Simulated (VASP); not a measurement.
# Na (Fm-3m) in VASP: further runs, part 2 of 2

VASP 6.6.1. Earlier steps stand in the parts before.

### 3 Relaxation of volume and atoms at fixed shape, LDA

This run uses another cell than the first one, of 39.15 Å³/atom, 1.150 times its volume.

INCAR

```
ALGO = Normal
EDIFF = 1E-6
EDIFFG = -0.01
ENCUT = 600
GGA = CA
IBRION = 2
ISIF = 8
ISMEAR = -1
LASPH = T
LCHARG = F
LREAL = F
LWAVE = F
NELM = 80
NSW = 80
PREC = Accurate
SIGMA = 0.1
```

KPOINTS

```
k-points
0
Gamma
  3 3 3
```

POSCAR

```
Na
1.0
    5.3900000000      0.0000000000      0.0000000000
    0.0000000000      5.3900000000      0.0000000000
    0.0000000000      0.0000000000      5.3900000000
Na
4
Direct
    0.0000000000      0.0000000000      0.0000000000
    0.0000000000      0.5000000000      0.5000000000
    0.5000000000      0.0000000000      0.5000000000
    0.5000000000      0.5000000000      0.0000000000
```

Potentials or basis: VASP PAW LDA potentials, release 64 (Na_pv).

Run with:

```bash
cat potpaw_LDA.64/Na_pv/POTCAR > POTCAR
mpirun -np 1 vasp_std > vasp.out
```

OUTCAR:

```text
EDIFF = 1E-6
   EDIFFG = -0.01
   ENCUT = 600
   GGA = CA
   IBRION = 2
   ISIF = 8
   ISMEAR = -1
   LASPH = T
   LREAL = F
   NELM = 80
   NSW = 80
   PREC = Accurate

 ion  position               nearest neighbor table
   1  0.000  0.000  0.000-
   2  0.000  0.500  0.500-
   3  0.500  0.000  0.500-
   4  0.500  0.500  0.000-

  LATTYP: Found a simple cubic cell.
 ALAT       =     5.3900000000

  Lattice vectors:

 A1 = (   5.3900000000,   0.0000000000,   0.0000000000)
 A2 = (   0.0000000000,   5.3900000000,   0.0000000000)
 A3 = (   0.0000000000,   0.0000000000,   5.3900000000)

Analysis of symmetry for initial positions (statically):
=====================================================================
 Subroutine PRICEL returns following result:

  LATTYP: Found a face centered cubic cell.
 ALAT       =     5.3900000000

  Lattice vectors:

 A1 = (   2.6950000000,  -2.6950000000,   0.0000000000)
 A2 = (   2.6950000000,   0.0000000000,   2.6950000000)
 A3 = (   0.0000000000,  -2.6950000000,   2.6950000000)

   4 primitive cells build up your supercell.

 Routine SETGRP: Setting up the symmetry group for a
 simple cubic supercell.

 Subroutine GETGRP returns: Found 48 space group operations
 (whereof 48 operations were pure point group operations)
 out of a pool of 48 trial point group operations.

The static configuration has the point symmetry O_h .

Analysis of symmetry for dynamics (positions and initial velocities):
=====================================================================
 Subroutine PRICEL returns following result:

  LATTYP: Found a face centered cubic cell.
 ALAT       =     5.3900000000

  Lattice vectors:

 A1 = (   2.6950000000,  -2.6950000000,   0.0000000000)
 A2 = (   2.6950000000,   0.0000000000,   2.6950000000)
 A3 = (   0.0000000000,  -2.6950000000,   2.6950000000)

   4 primitive cells build up your supercell.

 Routine SETGRP: Setting up the symmetry group for a
 simple cubic supercell.

 Subroutine GETGRP returns: Found 48 space group operations
 (whereof 48 operations were pure point group operations)
 out of a pool of 48 trial point group operations.

The dynamic configuration has the point symmetry O_h .

 Subroutine INISYM returns: Found 48 space group operations
 (whereof 48 operations are pure point group operations),
 and found     4 'primitive' translations

----------------------------------------------------------------------------------------

                                     Primitive cell

  volume of cell :      39.1477

  direct lattice vectors                    reciprocal lattice vectors
     2.695000000 -2.695000000  0.000000000     0.185528757 -0.185528757 -0.185528757
     2.695000000  0.000000000  2.695000000     0.185528757  0.185528757  0.185528757
     0.000000000 -2.695000000  2.695000000    -0.185528757 -0.185528757  0.185528757

  length of vectors
     3.811305551  3.811305551  3.811305551     0.321345233  0.321345233  0.321345233

  position of ions in fractional coordinates (direct lattice)
     0.000000000  0.000000000  0.000000000

  ion indices of the primitive-cell ions
   primitive index   ion index
                 1           1

----------------------------------------------------------------------------------------

 KPOINTS: k-points

Automatic generation of k-mesh.
 Grid dimensions read from file:
 generate k-points for:    3    3    3

 Generating k-lattice:

  Cartesian coordinates                     Fractional coordinates (reciprocal lattice)
     0.061842919  0.000000000  0.000000000     0.333333333  0.000000000  0.000000000
     0.000000000  0.061842919  0.000000000     0.000000000  0.333333333  0.000000000
     0.000000000  0.000000000  0.061842919     0.000000000  0.000000000  0.333333333

  Length of vectors
     0.061842919  0.061842919  0.061842919

  Shift w.r.t. Gamma in fractional coordinates (k-lattice)
     0.000000000  0.000000000  0.000000000

 Subroutine IBZKPT returns following result:
 ===========================================

 Found      4 irreducible k-points:

 Following reciprocal coordinates:
            Coordinates               Weight
  0.000000  0.000000  0.000000      1.000000
  0.333333  0.000000  0.000000      6.000000
  0.333333  0.333333  0.000000     12.000000
  0.333333  0.333333  0.333333      8.000000
   k-points           NKPTS =      4   k-points in BZ     NKDIM =      4   number of bands    NBANDS=     18
   number of dos      NEDOS =    301   number of ions     NIONS =      4
   total plane-waves  NPLWV = 110592
   dimension x,y,z NGX =    48 NGY =   48 NGZ =   48
   dimension x,y,z NGXF=    96 NGYF=   96 NGZF=   96
   ions per type =               4
   NGX,Y,Z   is equivalent  to a cutoff of  14.80, 14.80, 14.80 a.u.
   NGXF,Y,Z  is equivalent  to a cutoff of  29.61, 29.61, 29.61 a.u.
 SYSTEM =  unknown system
   PREC   = accura    normal or accurate (medium, high low for compatibility)
   ISTART =      0    job   : 0-new  1-cont  2-samecut
   ICHARG =      2    charge: 1-file 2-atom 10-const
   ISPIN  =      1    spin polarized calculation?
   LNONCOLLINEAR =      F non collinear calculations
   LSORBIT =      F    spin-orbit coupling
   LASPH  =      T    aspherical Exc in radial PAW
   ENCUT  =  600.0 eV  44.10 Ry    6.64 a.u.  10.77 10.77 10.77*2*pi/ulx,y,z
   NELM   =     80;   NELMIN=  2; NELMDL= -5     # of ELM steps
   EDIFF  = 0.1E-05   stopping-criterion for ELM
   LREAL  =      F    real-space projection
   EDIFFG = -.1E-01   stopping-criterion for IOM
   NSW    =     80    number of steps for IOM
   IBRION =      2    ionic relax: 0-MD 1-quasi-New 2-CG
   NFREE  =      1    steps in history (QN), initial steepest desc. (CG)
   ISIF   =      8    stress and relaxation
   ISYM   =      2    0-nonsym 1-usesym 2-fastsym
   POTIM  = 0.5000    time-step for ionic-motion
   TEBEG  =    0.0;   TEEND  =   0.0 temperature during run
   PSTRESS=    0.0 pullay stress
   NELECT =      28.0000    total number of electrons
   NUPDOWN=      -1.0000    fix difference up-down
   EMIN   =  10.00;   EMAX   =-10.00  energy-range for DOS
   EFERMI =   0.00;   METHOD = LEGACY
   ISMEAR =    -1;   SIGMA  =   0.10  broadening in eV -4-tet -1-fermi 0-gaus
   EFERMI_NEDOS =   21; number of points for ismear=-14 and -15
   IALGO  =     38    algorithm
   IMIX   =      4    mixing-type and parameters
     AMIX     =   0.40;   BMIX     =  1.00
     AMIX_MAG =   1.60;   BMIX_MAG =  1.00
  volume/ion in A,a.u.               =      39.15       264.18
  Fermi-wavevector in a.u.,A,eV,Ry     =   0.922300  1.742894 11.573616  0.850637
  Thomas-Fermi vector in A             =   2.047811
   LORBIT       =      0    0 simple, 1 ext, 2 COOP (PROOUT), +10 PAW based schemes
   GGA     = CA    functional components
   LHFCALC =     F    Hartree Fock is set to
   AEXX    =    0.0000 exact exchange contribution
   IVDW    =     0    specifies the selected vdW correction
   LEPSILON=     F    determine dielectric tensor
   LRPA    =     F    only Hartree local field effects (RPA)
 conjugate gradient relaxation of ions
 non-spin polarized calculation
  energy-cutoff  :      600.00
  volume of cell :      156.59
 maximum number of plane-waves:      5238
 NGX is ok and might be reduce to    48
   NGX = 21   NGY = 21   NGZ = 21

--------------------------------------- Ionic step        1  -------------------------------------------

 number of electron      27.9999985 magnetization

 Free energy of the ion-electron system (eV)
  ---------------------------------------------------
  ext. energy  EPLUGINS =         0.00000000
  ---------------------------------------------------
  free energy    TOTEN  =        -5.59727095 eV

  energy without entropy =       -5.50447763  energy(sigma->0) =       -5.55087429

 E-fermi :  -0.0863     XC(G=0):  -6.5770

 val. band max:       -0.2625968922   @ k =   0.3333   0.3333   0.0000
 cond. band min:       0.2950033276   @ k =   0.3333   0.3333   0.3333
 fundamental gap:      0.5576002198
 Fermi energy:        -0.0863248432

 k-point     1 :       0.0000    0.0000    0.0000
  band No.  band energies     occupation
      1     -24.9996      2.00000
      2     -24.9996      2.00000
      3     -24.9996      2.00000
      4     -24.9829      2.00000
      5     -24.9829      2.00000
      6     -24.9829      2.00000
[... 10 lines left out ...]
     17       2.2468      0.00000
     18       2.2468      0.00000
[... 172 lines left out ...]
  energy  without entropy=       -5.5819582392  energy(sigma->0) =       -5.62479573

--------------------------------------- Ionic step        4  -------------------------------------------

 number of electron      28.0000014 magnetization

 Free energy of the ion-electron system (eV)
  ---------------------------------------------------
  ext. energy  EPLUGINS =         0.00000000
  ---------------------------------------------------
  free energy    TOTEN  =        -5.66770626 eV

  energy without entropy =       -5.58235064  energy(sigma->0) =       -5.62502845

 E-fermi :   0.3114     XC(G=0):  -6.9894

 val. band max:        0.1293460189   @ k =   0.3333   0.3333   0.0000
 cond. band min:       0.7336623368   @ k =   0.3333   0.3333   0.3333
 fundamental gap:      0.6043163179
 Fermi energy:         0.3114027193

 k-point     1 :       0.0000    0.0000    0.0000
  band No.  band energies     occupation
      1     -24.4902      2.00000
      2     -24.4902      2.00000
      3     -24.4902      2.00000
      4     -24.4616      2.00000
      5     -24.4616      2.00000
      6     -24.4616      2.00000
[... 10 lines left out ...]
     17       2.8614      0.00000
     18       2.8614      0.00000
[... 92 lines left out ...]
  FREE ENERGIE OF THE ION-ELECTRON SYSTEM (eV)
  ---------------------------------------------------
  free  energy   TOTEN  =        -5.6677062596 eV

  energy  without entropy=       -5.5823506396  energy(sigma->0) =       -5.62502845

 reached required accuracy - stopping structural energy minimisation
```

OSZICAR:

```text
N       E                     dE             d eps       ncg     rms          rms(c)
DAV:   1     0.203917573584E+03    0.20392E+03   -0.16133E+04   168   0.162E+03
DAV:   2     0.509826274400E+01   -0.19882E+03   -0.19586E+03   144   0.372E+02
DAV:   3    -0.542612680572E+01   -0.10524E+02   -0.10171E+02   172   0.110E+02
[... 28 lines left out ...]
DAV:   2    -0.566977624640E+01    0.54047E-02   -0.58316E-03   150   0.132E+00    0.286E-01
DAV:   3    -0.566783145365E+01    0.19448E-02   -0.26587E-03   152   0.839E-01    0.252E-02
DAV:   4    -0.566770816429E+01    0.12329E-03   -0.14988E-04   150   0.232E-01    0.294E-03
DAV:   5    -0.566770657662E+01    0.15877E-05   -0.19093E-06    96   0.246E-02    0.135E-03
DAV:   6    -0.566770625957E+01    0.31706E-06   -0.42275E-07    72   0.118E-02
   4 F= -.56677063E+01 E0= -.56250284E+01  d E =-.704353E-01
```

CONTCAR:

```text
Na
   1.00000000000000
     5.1338991753355865    0.0000000000000000    0.0000000000000000
     0.0000000000000000    5.1338991753355865    0.0000000000000000
     0.0000000000000000    0.0000000000000000    5.1338991753355865
  Na
     4
Direct
     0.0000000000000000    1.0000000000000000    0.0000000000000000
     0.0000000000000000    0.5000000000000000    0.5000000000000000
     0.5000000000000000    0.0000000000000000    0.5000000000000000
     0.5000000000000000    0.5000000000000000    0.0000000000000000

  0.00000000E+00  0.00000000E+00  0.00000000E+00
  0.00000000E+00  0.00000000E+00  0.00000000E+00
  0.00000000E+00  0.00000000E+00  0.00000000E+00
  0.00000000E+00  0.00000000E+00  0.00000000E+00
```

Wall time 24 s (1 thread of AMD EPYC 7R43 (Zen 3), shared host); peak memory 0.2 GiB.

What came out:

| Item | Value |
| --- | --- |
| Free energy | -5.6677 eV |
| Relaxed volume | 33.83 Å³/atom |
| Relaxed cell | a = 5.134 Å, b = 5.134 Å, c = 5.134 Å, α = 90.00°, β = 90.00°, γ = 90.00° |
| Space group after relaxing (to 0.05 Å) | Fm-3m (No. 225) |
| Energy gained by relaxing | 17.6 meV/atom |
| Ionic steps | 4 |
| Pressure after relaxing | 0.0 GPa |
| Band gap on the k mesh | zero (band 14 reaches 2.30 eV, above the bottom of band 15 at 0.13 eV) |

Step by step:
```csv
step,energy change (eV),largest force (eV/Å),pressure (GPa),volume (Å³)
1,0.0000,0.0000,-0.96,156.59
2,-0.0286,0.0000,-0.79,151.33
3,-0.0704,0.0000,-0.05,136.27
4,-0.0704,0.0000,0.03,135.31
```

Final structure:
```xyz
4
Lattice="5.1339 0.0000 0.0000 0.0000 5.1339 0.0000 0.0000 0.0000 5.1339" Properties=species:S:1:pos:R:3 pbc="T T T"
Na    0.0000    5.1339    0.0000
Na    0.0000    2.5670    2.5670
Na    2.5670    0.0000    2.5670
Na    2.5670    2.5670    0.0000
```

Levels at points of the mesh, in eV from the Fermi level:
```csv
k point,band 10,band 11,band 12,band 13,band 14,band 15,band 16,band 17
"(0.00, 0.00, 0.00)",-24.75,-24.75,-24.75,-3.37,1.98,1.98,1.98,2.55
```

Caveat: the k points lie up to 0.41 Å⁻¹ apart in the final cell.
